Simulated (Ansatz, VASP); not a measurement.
## YSe in VASP and in Ansatz

```
Y Se
1.0
     0.05750    2.90375    2.90375
     2.90375    0.05750    2.90375
     2.90375    2.90375    0.05750
Y Se
1 1
Direct
  0.00000 0.00000 0.00000
  0.50000 0.50000 0.50000
```

Change from the starting cell: equal xy, yz and zx shear strains of +2 %.

Alike in both runs: task single point; functional LDA; k mesh 7 × 7 × 7; occupations fermi-dirac, width 0.03 eV; no spin polarisation.

|  | VASP | Ansatz |
| --- | --- | --- |
| version | VASP 6.6.1 | Ansatz 0.2.0 |
| potentials or method | VASP PAW LDA potentials, release 64 (Y_sv, Se), cutoff 520 eV | all-electron LAPW, scalar-relativistic |

|  | VASP | Ansatz | Ansatz less VASP |
| --- | --- | --- | --- |
| pressure (GPa) | -4.5 | -4.6 | -0.13 |
| traceless stress, the component that is largest in VASP (GPa) | -0.17 | -0.17 | +0.001 |

LDA's correlation is that of Perdew and Zunger in VASP and of Perdew and Wang (1992) in Ansatz. Ansatz ran all-electron here, and VASP with PAW potentials.
